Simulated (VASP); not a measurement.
# TiO2 (I4_1/amd) in VASP: notebook

Aim: see how the results for TiO2 move with the level of theory and the settings. Levels: PBEsol, PBE. Tasks: relaxation of cell and atoms, single point.

Program: VASP 6.6.1. These are calculated values, not measurements. Logs are shortened: lines on timing, memory, paths and dates and some standing lists are left out, and cuts for length are marked.

## (1) The cell of the first run

Symmetry: I4_1/amd, No. 141, tetragonal system. Conventional cell: a = 3.784 Å, b = 3.784 Å, c = 9.515 Å, α = 90.00°, β = 90.00°, γ = 90.00°. Within 2.6 Å of Ti (site symmetry -4m2) lie 6 O at 1.93 to 1.98 Å. O (site symmetry 2mm) has 3 Ti at 1.93 to 1.98 Å and 2 O at 2.47 Å within 2.6 Å.

## (2) Relaxation of cell and atoms, PBEsol

Input file INCAR:

```
  ALGO = Normal
  EDIFF = 1E-7
  EDIFFG = -0.01
  ENCUT = 600
  GGA = PS
  IBRION = 2
  ISIF = 3
  ISMEAR = -1
  LASPH = T
  LCHARG = F
  LREAL = F
  LWAVE = F
  NELM = 80
  NSW = 60
  PREC = Accurate
  SIGMA = 0.05
```

Input file KPOINTS:

```
k-points
0
Gamma
  10 10 10
```

Input file POSCAR:

```
TiO2
1.0
   -1.8921000000      1.8921000000      4.7573000000
    1.8921000000     -1.8921000000      4.7573000000
    1.8921000000      1.8921000000     -4.7573000000
Ti O
2 4
Direct
    0.7500000000      0.2500000000      0.5000000000
    0.0000000000      0.0000000000      0.0000000000
    0.7919000000      0.7919000000      0.0000000000
    0.5419000000      0.0419000000      0.5000000000
    0.9581000000      0.4581000000      0.5000000000
    0.2081000000      0.2081000000      0.0000000000
```

Potentials or basis: VASP PAW PBE potentials, release 64 (Ti_sv, O).

Launch:

```sh
> cat potpaw_PBE.64/Ti_sv/POTCAR potpaw_PBE.64/O/POTCAR > POTCAR
> mpirun -np 1 vasp_std > vasp.out
```

OUTCAR:

```text
EDIFF = 1E-7
   EDIFFG = -0.01
   ENCUT = 600
   GGA = PS
   IBRION = 2
   ISIF = 3
   ISMEAR = -1
   LASPH = T
   LREAL = F
   NELM = 80
   NSW = 60
   PREC = Accurate

 ion  position               nearest neighbor table
   1  0.750  0.250  0.500-   3 1.93   6 1.93   3 1.93   6 1.93   5 1.98   4 1.98
   2  0.000  0.000  0.000-   4 1.93   5 1.93   4 1.93   5 1.93   3 1.98   6 1.98
   3  0.792  0.792  0.000-   1 1.93   1 1.93   2 1.98
   4  0.542  0.042  0.500-   2 1.93   2 1.93   1 1.98
   5  0.958  0.458  0.500-   2 1.93   2 1.93   1 1.98
   6  0.208  0.208  0.000-   1 1.93   1 1.93   2 1.98

  LATTYP: Found a body centered tetragonal cell.
 ALAT       =     3.7842000000
 C/A-ratio  =     2.5142962846

  Lattice vectors:

 A1 = (  -1.8921000000,   1.8921000000,   4.7573000000)
 A2 = (   1.8921000000,  -1.8921000000,   4.7573000000)
 A3 = (   1.8921000000,   1.8921000000,  -4.7573000000)

Analysis of symmetry for initial positions (statically):
=====================================================================
 Subroutine PRICEL returns:
 Original cell was already a primitive cell.

 Routine SETGRP: Setting up the symmetry group for a
 body centered tetragonal supercell.

 Subroutine GETGRP returns: Found 16 space group operations
 (whereof  8 operations were pure point group operations)
 out of a pool of 16 trial point group operations.

The static configuration has the point symmetry D_2d.
 The point group associated with its full space group is D_4h.

Analysis of symmetry for dynamics (positions and initial velocities):
=====================================================================
 Subroutine PRICEL returns:
 Original cell was already a primitive cell.

 Routine SETGRP: Setting up the symmetry group for a
 body centered tetragonal supercell.

 Subroutine GETGRP returns: Found 16 space group operations
 (whereof  8 operations were pure point group operations)
 out of a pool of 16 trial point group operations.

The dynamic configuration has the point symmetry D_2d.
 The point group associated with its full space group is D_4h.

 Subroutine INISYM returns: Found 16 space group operations
 (whereof  8 operations are pure point group operations),
 and found     1 'primitive' translations

----------------------------------------------------------------------------------------

                                     Primitive cell

  volume of cell :      68.1253

  direct lattice vectors                    reciprocal lattice vectors
    -1.892100000  1.892100000  4.757300000     0.000000000  0.264256646  0.105101633
     1.892100000 -1.892100000  4.757300000     0.264256646  0.000000000  0.105101633
     1.892100000  1.892100000 -4.757300000     0.264256646  0.264256646  0.000000000

  length of vectors
     5.458203744  5.458203744  5.458203744     0.284390450  0.284390450  0.373715333

  position of ions in fractional coordinates (direct lattice)
     0.750000000  0.250000000  0.500000000
     0.000000000  0.000000000  0.000000000
     0.791900000  0.791900000  0.000000000
     0.541900000  0.041900000  0.500000000
     0.958100000  0.458100000  0.500000000
     0.208100000  0.208100000  0.000000000

  ion indices of the primitive-cell ions
   primitive index   ion index
                 1           1
                 2           2
                 3           3
                 4           4
                 5           5
                 6           6

----------------------------------------------------------------------------------------

 KPOINTS: k-points

Automatic generation of k-mesh.
 Grid dimensions read from file:
 generate k-points for:   10   10   10

 Generating k-lattice:

  Cartesian coordinates                     Fractional coordinates (reciprocal lattice)
     0.000000000  0.026425665  0.010510163     0.100000000  0.000000000  0.000000000
     0.026425665  0.000000000  0.010510163     0.000000000  0.100000000  0.000000000
     0.026425665  0.026425665  0.000000000     0.000000000  0.000000000  0.100000000

  Length of vectors
     0.028439045  0.028439045  0.037371533

  Shift w.r.t. Gamma in fractional coordinates (k-lattice)
     0.000000000  0.000000000  0.000000000

 Subroutine IBZKPT returns following result:
 ===========================================

 Found    102 irreducible k-points:

 Following reciprocal coordinates:
            Coordinates               Weight
  0.000000  0.000000  0.000000      1.000000
  0.100000 -0.000000  0.000000      8.000000
  0.200000 -0.000000  0.000000      8.000000
  0.300000 -0.000000  0.000000      8.000000
  0.400000  0.000000  0.000000      8.000000
  0.500000  0.000000  0.000000      4.000000
[... 16 lines left out ...]
  0.300000  0.300000  0.000000      8.000000
  0.400000  0.300000  0.000000     16.000000
 [... further k-points ...]
   k-points           NKPTS =    102   k-points in BZ     NKDIM =    102   number of bands    NBANDS=     28
   number of dos      NEDOS =    301   number of ions     NIONS =      6
   total plane-waves  NPLWV = 110592
   dimension x,y,z NGX =    48 NGY =   48 NGZ =   48
   dimension x,y,z NGXF=    96 NGYF=   96 NGZF=   96
   ions per type =               2   4
   NGX,Y,Z   is equivalent  to a cutoff of  14.62, 14.62, 14.62 a.u.
   NGXF,Y,Z  is equivalent  to a cutoff of  29.24, 29.24, 29.24 a.u.
 SYSTEM =  unknown system
   PREC   = accura    normal or accurate (medium, high low for compatibility)
   ISTART =      0    job   : 0-new  1-cont  2-samecut
   ICHARG =      2    charge: 1-file 2-atom 10-const
   ISPIN  =      1    spin polarized calculation?
   LNONCOLLINEAR =      F non collinear calculations
   LSORBIT =      F    spin-orbit coupling
   LASPH  =      T    aspherical Exc in radial PAW
   ENCUT  =  600.0 eV  44.10 Ry    6.64 a.u.  10.90 10.90 10.90*2*pi/ulx,y,z
   NELM   =     80;   NELMIN=  2; NELMDL= -5     # of ELM steps
   EDIFF  = 0.1E-06   stopping-criterion for ELM
   LREAL  =      F    real-space projection
   EDIFFG = -.1E-01   stopping-criterion for IOM
   NSW    =     60    number of steps for IOM
   IBRION =      2    ionic relax: 0-MD 1-quasi-New 2-CG
   NFREE  =      1    steps in history (QN), initial steepest desc. (CG)
   ISIF   =      3    stress and relaxation
   ISYM   =      2    0-nonsym 1-usesym 2-fastsym
   POTIM  = 0.5000    time-step for ionic-motion
   TEBEG  =    0.0;   TEEND  =   0.0 temperature during run
   PSTRESS=    0.0 pullay stress
   NELECT =      48.0000    total number of electrons
   NUPDOWN=      -1.0000    fix difference up-down
   EMIN   =  10.00;   EMAX   =-10.00  energy-range for DOS
   EFERMI =   0.00;   METHOD = LEGACY
   ISMEAR =    -1;   SIGMA  =   0.05  broadening in eV -4-tet -1-fermi 0-gaus
   EFERMI_NEDOS =   21; number of points for ismear=-14 and -15
   IALGO  =     38    algorithm
   IMIX   =      4    mixing-type and parameters
     AMIX     =   0.40;   BMIX     =  1.00
     AMIX_MAG =   1.60;   BMIX_MAG =  1.00
  volume/ion in A,a.u.               =      11.35        76.62
  Fermi-wavevector in a.u.,A,eV,Ry     =   1.456752  2.752862 28.873289  2.122127
  Thomas-Fermi vector in A             =   2.573634
   LORBIT       =      0    0 simple, 1 ext, 2 COOP (PROOUT), +10 PAW based schemes
   GGA     = PS    functional components
   LHFCALC =     F    Hartree Fock is set to
   AEXX    =    0.0000 exact exchange contribution
   IVDW    =     0    specifies the selected vdW correction
   LEPSILON=     F    determine dielectric tensor
   LRPA    =     F    only Hartree local field effects (RPA)
 conjugate gradient relaxation of ions
 non-spin polarized calculation
  energy-cutoff  :      600.00
  volume of cell :       68.13
 maximum number of plane-waves:      2300
 NGX is ok and might be reduce to    48
   NGX = 21   NGY = 21   NGZ = 21

--------------------------------------- Ionic step        1  -------------------------------------------

 number of electron      47.9999997 magnetization

 Free energy of the ion-electron system (eV)
  ---------------------------------------------------
  ext. energy  EPLUGINS =         0.00000000
  ---------------------------------------------------
  free energy    TOTEN  =       -56.22542212 eV

  energy without entropy =      -56.22542212  energy(sigma->0) =      -56.22542212

------------------------ aborting loop because EDIFF is reached ----------------------------------------

  FORCE on cell =-STRESS in cart. coord.  units (eV):
  Direction    XX          YY          ZZ          XY          YZ          ZX
  --------------------------------------------------------------------------------------
  -------------------------------------------------------------------------------------
  Total       -0.3922760     -0.3922760      0.0346648      0.0000000     -0.0000000      0.0000000
  in kB       -9.2255778     -9.2255778      0.8152485      0.0000000     -0.0000000      0.0000000
  external PRESSURE =      -5.8786357 kB  Pullay stress =       0.0000000 kB
[... 265 lines left out ...]
  energy  without entropy=      -56.2265676727  energy(sigma->0) =      -56.22656767

--------------------------------------- Ionic step        8  -------------------------------------------

 number of electron      47.9999997 magnetization

 Free energy of the ion-electron system (eV)
  ---------------------------------------------------
  ext. energy  EPLUGINS =         0.00000000
  ---------------------------------------------------
  free energy    TOTEN  =       -56.22658096 eV

  energy without entropy =      -56.22658096  energy(sigma->0) =      -56.22658096

 E-fermi :   4.3825     XC(G=0): -11.0215

 val. band max:        3.2803309540   @ k =  -0.4000   0.4000   0.0000
 cond. band min:       5.3795244962   @ k =   0.0000   0.0000   0.0000
 fundamental gap:      2.0991935422
 Fermi energy:         4.3825005130

 k-point     1 :       0.0000    0.0000    0.0000
  band No.  band energies     occupation
      1     -52.8216      2.00000
      2     -52.7602      2.00000
      3     -29.4105      2.00000
      4     -29.1639      2.00000
      5     -29.1639      2.00000
      6     -29.0919      2.00000
[... 733 lines left out ...]
     27       6.8363      0.00000
     28       6.9858      0.00000

 [... further k-points ...]

------------------------ aborting loop because EDIFF is reached ----------------------------------------

  FORCE on cell =-STRESS in cart. coord.  units (eV):
  Direction    XX          YY          ZZ          XY          YZ          ZX
  --------------------------------------------------------------------------------------
  -------------------------------------------------------------------------------------
  Total        0.0055059      0.0055059     -0.0000485      0.0000000      0.0000000      0.0000000
  in kB        0.1296448      0.1296448     -0.0011423      0.0000000      0.0000000      0.0000000
  external PRESSURE =       0.0860491 kB  Pullay stress =       0.0000000 kB
[... 21 lines left out ...]
  FREE ENERGIE OF THE ION-ELECTRON SYSTEM (eV)
  ---------------------------------------------------
  free  energy   TOTEN  =       -56.2265809559 eV

  energy  without entropy=      -56.2265809558  energy(sigma->0) =      -56.22658096

 reached required accuracy - stopping structural energy minimisation
```

Run time: 62 min. Hardware: 1 thread of Intel Xeon 8259CL, shared host; peak memory 0.48 GiB.

What came out:

```
Free energy                           : -56.2266 eV
Relaxed volume                        : 11.34 Å³/atom
Relaxed cell                          : a = 5.478 Å, b = 5.478 Å, c = 5.478 Å, α = 139.73°, β = 139.73°, γ = 58.26°
Space group after relaxing (to 0.1 Å) : I4_1/amd (No. 141)
Energy gained by relaxing             : 0.2 meV/atom
Ionic steps                           : 8
Pressure after relaxing               : 0.0 GPa
Largest force after relaxing          : 0.009 eV/Å
Band gap on the k mesh                : 2.10 eV (least direct gap 2.42 eV)
```

Forces on the atoms (eV/Å):
```
Ti   0.000  0.000  0.000
Ti   0.000  0.000  0.000
O    0.000  0.000 -0.009
O    0.000  0.000 -0.009
O    0.000  0.000  0.009
O    0.000  0.000  0.009
```

The path:
| step | energy change (eV) | largest force (eV/Å) | pressure (GPa) | volume (Å³) |
| --- | --- | --- | --- | --- |
| 1 | 0.0000 | 0.0108 | -0.59 | 68.13 |
| 2 | -0.0004 | 0.0059 | 0.69 | 67.72 |
| 3 | -0.0008 | 0.0010 | 0.18 | 67.88 |
| 4 | -0.0009 | 0.0302 | -0.03 | 67.94 |
| 5 | -0.0009 | 0.0265 | -0.01 | 67.93 |
| 6 | -0.0010 | 0.0213 | -0.01 | 67.95 |
| 7 | -0.0011 | 0.0113 | 0.00 | 67.98 |
| 8 | -0.0012 | 0.0091 | 0.01 | 68.04 |

Final structure:
```cif
data_structure
_symmetry_space_group_name_H-M 'P 1'
_symmetry_Int_Tables_number 1
_cell_length_a 5.4776
_cell_length_b 5.4776
_cell_length_c 5.4776
_cell_angle_alpha 139.730
_cell_angle_beta 139.730
_cell_angle_gamma 58.263
_cell_volume 68.04
loop_
_atom_site_label
_atom_site_type_symbol
_atom_site_fract_x
_atom_site_fract_y
_atom_site_fract_z
_atom_site_occupancy
Ti1 Ti 0.75000 0.25000 0.50000 1
Ti2 Ti 0.00000 0.00000 0.00000 1
O1 O 0.79263 0.79263 0.00000 1
O2 O 0.54263 0.04263 0.50000 1
O3 O 0.95737 0.45737 0.50000 1
O4 O 0.20737 0.20737 0.00000 1
```

Levels at points of the mesh, in eV from the valence-band top:
| k point | band 20 | band 21 | band 22 | band 23 | band 24 | band 25 | band 26 | band 27 | band 28 |
| --- | --- | --- | --- | --- | --- | --- | --- | --- | --- |
| (0.00, 0.00, 0.00) | -0.78 | -0.77 | -0.77 | -0.46 | -0.46 | 2.10 | 2.84 | 4.05 | 4.05 |
| (0.50, 0.00, 0.00) | -1.99 | -1.98 | -0.95 | -0.83 | -0.64 | 3.25 | 3.57 | 3.59 | 3.66 |
| (0.50, 0.50, 0.00) | -2.66 | -2.08 | -2.08 | -0.04 | -0.04 | 3.33 | 3.33 | 3.83 | 3.83 |
| (0.50, 0.50, 0.50) | -1.36 | -1.26 | -1.26 | -0.10 | -0.10 | 2.46 | 2.46 | 3.80 | 3.80 |

Caveat: the PAW data sets were made with another functional, which shifts forces and pressure a little. A k mesh can miss the band edges.

## (3) Single point, PBE

This run uses another cell than the first one, of 11.67 Å³/atom.

Input file INCAR:

```
SYSTEM = TiO2
  ALGO = Normal
  EDIFF = 1E-6
  ENCUT = 520
  GGA = PE
  ISIF = 2
  ISMEAR = -1
  LASPH = .True.
  LCHARG = .True.
  LELF = .True.
  LREAL = .False.
  LVHAR = .True.
  LWAVE = .False.
  NBANDS = 33
  NELM = 60
  PREC = Accurate
  SIGMA = 0.05
```

Input file KPOINTS:

```
k-points
0
Gamma
  10 10 10
  0 0 0
```

Input file POSCAR:

```
TiO2
1.0
   -1.8999670026      1.8999670026      4.8473978396
    1.8999670026     -1.8999670026      4.8473978396
    1.8999670026      1.8999670026     -4.8473978396
Ti O
2 4
Direct
    0.7500000000      0.2500000000      0.5000000000
    0.0000000000      0.0000000000      0.0000000000
    0.7934128599      0.7934128599      0.0000000000
    0.5434128599      0.0434128599      0.5000000000
    0.9565871401      0.4565871401      0.5000000000
    0.2065871401      0.2065871401      0.0000000000
```

Potentials or basis: VASP PAW PBE potentials, release 64 (Ti_sv, O).

Launch:

```sh
> cat potpaw_PBE.64/Ti_sv/POTCAR potpaw_PBE.64/O/POTCAR > POTCAR
> mpirun -np 1 vasp_std > vasp.out
```

It took 6.6 min on 1 thread of Intel Xeon Platinum 8259CL at 2.50GHz (Skylake/Cascade Lake), shared host; peak memory 0.37 GiB.

The run converged. Its results:

* Free energy: -53.8648 eV
* Pressure: 0.6 GPa
* Largest force: 0.010 eV/Å
* Band gap on the k mesh: 2.11 eV (least direct gap 2.41 eV)

Forces in eV/Å, atoms in the order of the input:
```
Ti   0.000  0.000  0.000
Ti   0.000  0.000  0.000
O    0.000  0.000 -0.010
O    0.000  0.000 -0.010
O    0.000  0.000  0.010
O    0.000  0.000  0.010
```

Levels at points of the mesh, in eV from the valence-band top:
```tsv
k point	band 21	band 22	band 23	band 24	band 25	band 26	band 27	band 28
(0.00, 0.00, 0.00)	-0.79	-0.78	-0.41	-0.41	2.11	2.78	3.96	3.96
(0.50, 0.00, 0.00)	-1.88	-0.88	-0.84	-0.63	3.18	3.46	3.51	3.52
(0.50, 0.50, 0.00)	-1.98	-1.98	-0.04	-0.04	3.21	3.21	3.68	3.68
(0.50, 0.50, 0.50)	-1.23	-1.23	-0.10	-0.10	2.43	2.43	3.69	3.69
```

A k mesh can miss the band edges. As with any semilocal functional, this PBE gap is likely too small.
